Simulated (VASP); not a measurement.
# N (R-3c) in VASP: single point with PBEsol

Aim: the single point of N with PBEsol.

Everything below comes from runs of VASP 6.6.1. Logs are shortened: lines on timing, memory, paths and dates and some standing lists are left out, and cuts for length are marked.

### 1 The cell of the first run

Symmetry: R-3c, No. 167, trigonal system. Conventional cell: a = 10.516 Å, b = 10.516 Å, c = 14.062 Å, α = 90.00°, β = 90.00°, γ = 120.00°. Within 1.5 Å of N (site symmetry 1) lie 1 N at 1.10 Å. Within 1.5 Å of N (site symmetry 3) lie 1 N at 1.10 Å.

### 2 Single point, PBEsol

INCAR reads:

```
ALGO     = Normal         # electronic algorithm
EDIFF    = 1E-7           # SCF threshold, eV
ENCUT    = 520            # plane-wave cutoff, eV
GGA      = PS             # functional
ISIF     = 2              # what is computed and relaxed
ISMEAR   = 0              # smearing method
LASPH    = True           # aspherical terms in the spheres
LCHARG   = True           # write CHGCAR
LELF     = True           # ELF
LREAL    = Auto         
LVHAR    = True         
LWAVE    = False          # write WAVECAR
NBANDS   = 54             # bands
NELM     = 60             # most SCF steps
PREC     = Accurate       # precision mode
SIGMA    = 0.02           # smearing width, eV
```

KPOINTS reads:

```
k-points
0
Gamma
  3 3 3
```

POSCAR reads:

```
N
1.0
    5.2580425426      3.0357322774      4.6872277122
   -5.2580425426      3.0357322774      4.6872277122
    0.0000000000     -6.0714645547      4.6872277122
N
16
Direct
    0.5517172046      0.0352194875      0.7107066042
    0.9647805125      0.2892933958      0.4482827954
    0.7107066042      0.5517172046      0.0352194875
    0.9608971746      0.9608971746      0.9608971746
    0.5352194875      0.0517172046      0.2107066042
    0.7892933958      0.4647805125      0.9482827954
    0.2892933958      0.4482827954      0.9647805125
    0.0391028254      0.0391028254      0.0391028254
    0.4647805125      0.9482827954      0.7892933958
    0.5391028254      0.5391028254      0.5391028254
    0.4482827954      0.9647805125      0.2892933958
    0.4608971746      0.4608971746      0.4608971746
    0.0352194875      0.7107066042      0.5517172046
    0.9482827954      0.7892933958      0.4647805125
    0.2107066042      0.5352194875      0.0517172046
    0.0517172046      0.2107066042      0.5352194875
```

Potentials or basis: VASP PAW PBE potentials, release 64 (N).

Launch:

```
$ cat potpaw_PBE.64/N/POTCAR > POTCAR
$ mpirun -np 1 vasp_std > vasp.out
```

OUTCAR:

```text
EDIFF = 1E-7
   ENCUT = 520
   GGA = PS
   ISIF = 2
   ISMEAR = 0
   LASPH = True
   LREAL = Auto
   NELM = 60
   PREC = Accurate

 ion  position               nearest neighbor table
   1  0.552  0.035  0.711-   9 1.10
   2  0.965  0.289  0.448-  16 1.10
   3  0.711  0.552  0.035-   6 1.10
   4  0.961  0.961  0.961-   8 1.10
   5  0.535  0.052  0.211-  11 1.10
   6  0.789  0.465  0.948-   3 1.10
[... 8 lines left out ...]
  15  0.211  0.535  0.052-   7 1.10
  16  0.052  0.211  0.535-   2 1.10

  LATTYP: Found a trigonal (rhomboedric) cell.
 ALAT       =     7.6702532856
 COS(alpha) =     0.0601495013

  Lattice vectors:

 A1 = (   5.2580425426,   3.0357322774,   4.6872277122)
 A2 = (  -5.2580425426,   3.0357322774,   4.6872277122)
 A3 = (   0.0000000000,  -6.0714645547,   4.6872277122)

Analysis of symmetry for initial positions (statically):
=====================================================================
 Subroutine PRICEL returns:
 Original cell was already a primitive cell.

 Routine SETGRP: Setting up the symmetry group for a
 trigonal (rhombohedral) supercell.

 Subroutine GETGRP returns: Found 12 space group operations
 (whereof  6 operations were pure point group operations)
 out of a pool of 12 trial point group operations.

The static configuration has the point symmetry S_6 .
 The point group associated with its full space group is D_3d.

Analysis of symmetry for dynamics (positions and initial velocities):
=====================================================================
 Subroutine PRICEL returns:
 Original cell was already a primitive cell.

 Routine SETGRP: Setting up the symmetry group for a
 trigonal (rhombohedral) supercell.

 Subroutine GETGRP returns: Found 12 space group operations
 (whereof  6 operations were pure point group operations)
 out of a pool of 12 trial point group operations.

The dynamic configuration has the point symmetry S_6 .
 The point group associated with its full space group is D_3d.

 Subroutine INISYM returns: Found 12 space group operations
 (whereof  6 operations are pure point group operations),
 and found     1 'primitive' translations

----------------------------------------------------------------------------------------

                                     Primitive cell

  volume of cell :     448.9054

  direct lattice vectors                    reciprocal lattice vectors
     5.258042543  3.035732277  4.687227712     0.095092422  0.054901635  0.071115242
    -5.258042543  3.035732277  4.687227712    -0.095092422  0.054901635  0.071115242
     0.000000000 -6.071464555  4.687227712     0.000000000 -0.109803271  0.071115242

  length of vectors
     7.670253286  7.670253286  7.670253286     0.130821007  0.130821007  0.130821007

  position of ions in fractional coordinates (direct lattice)
     0.551717205  0.035219488  0.710706604
     0.964780512  0.289293396  0.448282795
     0.710706604  0.551717205  0.035219488
     0.960897175  0.960897175  0.960897175
     0.535219488  0.051717205  0.210706604
     0.789293396  0.464780512  0.948282795
[... 8 lines left out ...]
     0.210706604  0.535219488  0.051717205
     0.051717205  0.210706604  0.535219488

  ion indices of the primitive-cell ions
   primitive index   ion index
                 1           1
                 2           2
                 3           3
                 4           4
                 5           5
                 6           6
[... 8 lines left out ...]
                15          15
                16          16

----------------------------------------------------------------------------------------

 KPOINTS: k-points

Automatic generation of k-mesh.
 Grid dimensions read from file:
 generate k-points for:    3    3    3

 Generating k-lattice:

  Cartesian coordinates                     Fractional coordinates (reciprocal lattice)
     0.031697474  0.018300545  0.023705081     0.333333333  0.000000000 -0.000000000
    -0.031697474  0.018300545  0.023705081     0.000000000  0.333333333 -0.000000000
     0.000000000 -0.036601090  0.023705081     0.000000000  0.000000000  0.333333333

  Length of vectors
     0.043607002  0.043607002  0.043607002

  Shift w.r.t. Gamma in fractional coordinates (k-lattice)
     0.000000000  0.000000000  0.000000000

 Subroutine IBZKPT returns following result:
 ===========================================

 Found      6 irreducible k-points:

 Following reciprocal coordinates:
            Coordinates               Weight
  0.000000  0.000000  0.000000      1.000000
  0.333333  0.000000 -0.000000      6.000000
  0.333333  0.333333  0.000000      6.000000
 -0.333333  0.333333  0.000000      6.000000
  0.333333  0.333333  0.333333      2.000000
 -0.333333  0.333333  0.333333      6.000000
   k-points           NKPTS =      6   k-points in BZ     NKDIM =      6   number of bands    NBANDS=     54
   number of dos      NEDOS =    301   number of ions     NIONS =     16
   total plane-waves  NPLWV = 216000
   dimension x,y,z NGX =    60 NGY =   60 NGZ =   60
   dimension x,y,z NGXF=   120 NGYF=  120 NGZF=  120
   ions per type =              16
   NGX,Y,Z   is equivalent  to a cutoff of  13.00, 13.00, 13.00 a.u.
   NGXF,Y,Z  is equivalent  to a cutoff of  26.01, 26.01, 26.01 a.u.
 SYSTEM =  unknown system
   PREC   = accura    normal or accurate (medium, high low for compatibility)
   ISTART =      0    job   : 0-new  1-cont  2-samecut
   ICHARG =      2    charge: 1-file 2-atom 10-const
   ISPIN  =      1    spin polarized calculation?
   LNONCOLLINEAR =      F non collinear calculations
   LSORBIT =      F    spin-orbit coupling
   LASPH  =      T    aspherical Exc in radial PAW
   ENCUT  =  520.0 eV  38.22 Ry    6.18 a.u.  14.26 14.26 14.26*2*pi/ulx,y,z
   NELM   =     60;   NELMIN=  2; NELMDL= -5     # of ELM steps
   EDIFF  = 0.1E-06   stopping-criterion for ELM
   LREAL  =      T    real-space projection
   EDIFFG = 0.1E-05   stopping-criterion for IOM
   NSW    =      0    number of steps for IOM
   IBRION =     -1    ionic relax: 0-MD 1-quasi-New 2-CG
   NFREE  =      0    steps in history (QN), initial steepest desc. (CG)
   ISIF   =      2    stress and relaxation
   ISYM   =      2    0-nonsym 1-usesym 2-fastsym
   POTIM  = 0.5000    time-step for ionic-motion
   TEBEG  =    0.0;   TEEND  =   0.0 temperature during run
   PSTRESS=    0.0 pullay stress
   NELECT =      80.0000    total number of electrons
   NUPDOWN=      -1.0000    fix difference up-down
   EMIN   =  10.00;   EMAX   =-10.00  energy-range for DOS
   EFERMI =   0.00;   METHOD = LEGACY
   ISMEAR =     0;   SIGMA  =   0.02  broadening in eV -4-tet -1-fermi 0-gaus
   EFERMI_NEDOS =   21; number of points for ismear=-14 and -15
   IALGO  =     38    algorithm
   IMIX   =      4    mixing-type and parameters
     AMIX     =   0.40;   BMIX     =  1.00
     AMIX_MAG =   1.60;   BMIX_MAG =  1.00
  volume/ion in A,a.u.               =      28.06       189.34
  Fermi-wavevector in a.u.,A,eV,Ry     =   0.921269  1.740946 11.547766  0.848737
  Thomas-Fermi vector in A             =   2.046667
   LORBIT       =      0    0 simple, 1 ext, 2 COOP (PROOUT), +10 PAW based schemes
   GGA     = PS    functional components
   LHFCALC =     F    Hartree Fock is set to
   AEXX    =    0.0000 exact exchange contribution
   IVDW    =     0    specifies the selected vdW correction
   LEPSILON=     F    determine dielectric tensor
   LRPA    =     F    only Hartree local field effects (RPA)
 non-spin polarized calculation
 Gauss-broadening in eV      SIGMA  =   0.02
  energy-cutoff  :      520.00
  volume of cell :      448.91
 maximum number of plane-waves:     12099
 NGX is ok and might be reduce to    60
   NGX = 29   NGY = 29   NGZ = 29

 number of electron      79.9999996 magnetization

 Free energy of the ion-electron system (eV)
  ---------------------------------------------------
  ext. energy  EPLUGINS =         0.00000000
  ---------------------------------------------------
  free energy    TOTEN  =      -136.54715665 eV

  energy without entropy =     -136.54715665  energy(sigma->0) =     -136.54715665

 E-fermi :  -7.1103     XC(G=0):  -5.6022

 val. band max:       -7.2262259684   @ k =   0.0000   0.0000   0.0000
 cond. band min:       0.4490464158   @ k =   0.0000   0.0000   0.0000
 fundamental gap:      7.6752723842
 Fermi energy:        -7.1102816943

 k-point     1 :       0.0000    0.0000    0.0000
  band No.  band energies     occupation
      1     -25.5757      2.00000
      2     -25.5662      2.00000
      3     -25.5662      2.00000
      4     -25.5490      2.00000
      5     -25.5482      2.00000
      6     -25.5482      2.00000
[... 44 lines left out ...]
     51       0.8548      0.00000
     52       1.0169      0.00000

 k-point     2 :       0.3333    0.0000   -0.0000
  band No.  band energies     occupation
      1     -25.5723      2.00000
      2     -25.5677      2.00000
      3     -25.5626      2.00000
      4     -25.5538      2.00000
      5     -25.5486      2.00000
      6     -25.5483      2.00000
[... 44 lines left out ...]
     51       0.9347      0.00000
     52       0.9639      0.00000

 k-point     3 :       0.3333    0.3333    0.0000
  band No.  band energies     occupation
      1     -25.5700      2.00000
      2     -25.5647      2.00000
      3     -25.5622      2.00000
      4     -25.5539      2.00000
      5     -25.5535      2.00000
      6     -25.5485      2.00000
[... 44 lines left out ...]
     51       0.8957      0.00000
     52       0.9372      0.00000

 k-point     4 :      -0.3333    0.3333    0.0000
  band No.  band energies     occupation
      1     -25.5694      2.00000
      2     -25.5657      2.00000
      3     -25.5620      2.00000
      4     -25.5540      2.00000
      5     -25.5534      2.00000
      6     -25.5484      2.00000
[... 44 lines left out ...]
     51       0.8801      0.00000
     52       0.9362      0.00000

 k-point     5 :       0.3333    0.3333    0.3333
  band No.  band energies     occupation
      1     -25.5670      2.00000
      2     -25.5620      2.00000
      3     -25.5620      2.00000
      4     -25.5545      2.00000
      5     -25.5530      2.00000
      6     -25.5530      2.00000
[... 44 lines left out ...]
     51       0.9339      0.00000
     52       0.9899      0.00000

 k-point     6 :      -0.3333    0.3333    0.3333
  band No.  band energies     occupation
      1     -25.5654      2.00000
      2     -25.5635      2.00000
      3     -25.5623      2.00000
      4     -25.5542      2.00000
      5     -25.5535      2.00000
      6     -25.5529      2.00000
[... 44 lines left out ...]
     51       0.9244      0.00000
     52       0.9753      0.00000
 [bands above 52 left out]

------------------------ aborting loop because EDIFF is reached ----------------------------------------

  FORCE on cell =-STRESS in cart. coord.  units (eV):
  Direction    XX          YY          ZZ          XY          YZ          ZX
  --------------------------------------------------------------------------------------
  -------------------------------------------------------------------------------------
  Total        4.7382357      4.7382357      5.7048964      0.0000000      0.0000000      0.0000000
  in kB       16.9111203     16.9111203     20.3612052      0.0000000      0.0000000      0.0000000
  external PRESSURE =      18.0611486 kB  Pullay stress =       0.0000000 kB

 VOLUME and BASIS-vectors are now :
 -----------------------------------------------------------------------------
  energy-cutoff  :      520.00
  volume of cell :      448.91
      direct lattice vectors                 reciprocal lattice vectors
     5.258042543  3.035732277  4.687227712     0.095092422  0.054901635  0.071115242
    -5.258042543  3.035732277  4.687227712    -0.095092422  0.054901635  0.071115242
     0.000000000 -6.071464555  4.687227712     0.000000000 -0.109803271  0.071115242

 POSITION                                       TOTAL-FORCE (eV/Angst)
 -----------------------------------------------------------------------------------
      2.71577     -2.53325      6.08235        -0.000112      1.715987      0.761924
      3.55174      1.08530      7.97933        -1.486145      0.857896     -0.761924
      0.83597      3.61855      6.08235        -1.486033     -0.858091      0.761924
      0.00000      0.00000     13.51183         0.000000     -0.000000     -1.876710
      2.54228      0.50248      3.73874         0.000112      1.715987      0.761924
      1.70630     -1.95043     10.32295         1.486145      0.857896     -0.761924
[... 8 lines left out ...]
     -1.70630      1.95043      3.73874        -1.486145     -0.857896      0.761924
     -0.83597     -2.45292      3.73874         1.486033     -0.858091      0.761924
 -----------------------------------------------------------------------------------
    total drift:                                0.000000     -0.000000     -0.000000

  FREE ENERGIE OF THE ION-ELECTRON SYSTEM (eV)
  ---------------------------------------------------
  free  energy   TOTEN  =      -136.5471566488 eV

  energy  without entropy=     -136.5471566488  energy(sigma->0) =     -136.54715665
```

Wall time 3.4 min (1 thread of Intel Xeon Platinum 8259CL at 2.50GHz (Skylake/Cascade Lake), shared host); peak memory 0.47 GiB.

What came out:

| Quantity | Value |
| --- | --- |
| Free energy | -136.5472 eV |
| Pressure | 1.8 GPa |
| Largest force | 1.878 eV/Å |
| Band gap on the k mesh | 7.68 eV |

Forces on the atoms (eV/Å):
```
N    0.000  1.716  0.762
N   -1.486  0.858 -0.762
N   -1.486 -0.858  0.762
N    0.000  0.000 -1.877
N    0.000  1.716  0.762
N    1.486  0.858 -0.762
N    1.486  0.858 -0.762
N    0.000  0.000  1.877
N    0.000 -1.716 -0.762
N    0.000  0.000  1.877
N    0.000 -1.716 -0.762
N    0.000  0.000 -1.877
N    1.486 -0.858  0.762
N   -1.486  0.858 -0.762
N   -1.486 -0.858  0.762
N    1.486 -0.858  0.762
```

Stress tensor (GPa, compression positive):
```
1.69 0.00 0.00
0.00 1.69 0.00
0.00 0.00 2.04
```

Levels at points of the mesh, in eV from the valence-band top:
| k point | band 38 | band 39 | band 40 | band 41 | band 42 | band 43 |
| --- | --- | --- | --- | --- | --- | --- |
| (0.00, 0.00, 0.00) | -0.06 | -0.05 | 0.00 | 7.68 | 7.68 | 7.84 |

Caveat: the standard files for N, O and F lose accuracy on very short bonds; this functional lacks dispersion, which holds the molecules together, so the pressure and a relaxed volume are unreliable; the PAW data sets were made with another functional, which shifts forces and pressure a little.
